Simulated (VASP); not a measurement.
Sc, 1 atom in the cell. Symmetry: Pm-3m, No. 221, cubic system. The conventional cell has a = 2.637 Å, b = 2.637 Å, c = 2.637 Å, α = 90.00°, β = 90.00°, γ = 90.00°. Within 3.5 Å of Sc (site symmetry m-3m) lie 6 Sc at 2.64 Å. This isn't the form of Sc at room conditions, which is hcp.

| Quantity | Value |
| --- | --- |
| Program | VASP 6.6.1 |
| Task | single point |
| Functional | PBE |
| Potentials or basis | VASP PAW PBE potentials, release 64 (Sc_sv) |
| Cutoff | 520 eV |
| k mesh | 13 × 13 × 13 |
| Occupations | fermi-dirac, width 0.08 eV |
| Spin | no spin polarisation |
| Dipole correction | no |
| Further INCAR settings | ALGO = Normal; EDIFF = 1e-06; NBANDS = 12 |

Potentials or basis: VASP PAW PBE potentials, release 64 (Sc_sv).

The run is started by

```console
$ cat potpaw_PBE.64/Sc_sv/POTCAR > POTCAR
$ mpirun -np 1 vasp_std > vasp.out
```

Hardware: 1 thread of Intel Xeon 8259CL (shared host).

Task: Estimate the wall time of this run.

Result: Wall time 17 s on 1 thread of Intel Xeon 8259CL (shared host), peak memory 0.13 GiB. Counts: scf iterations 11, k points 84.
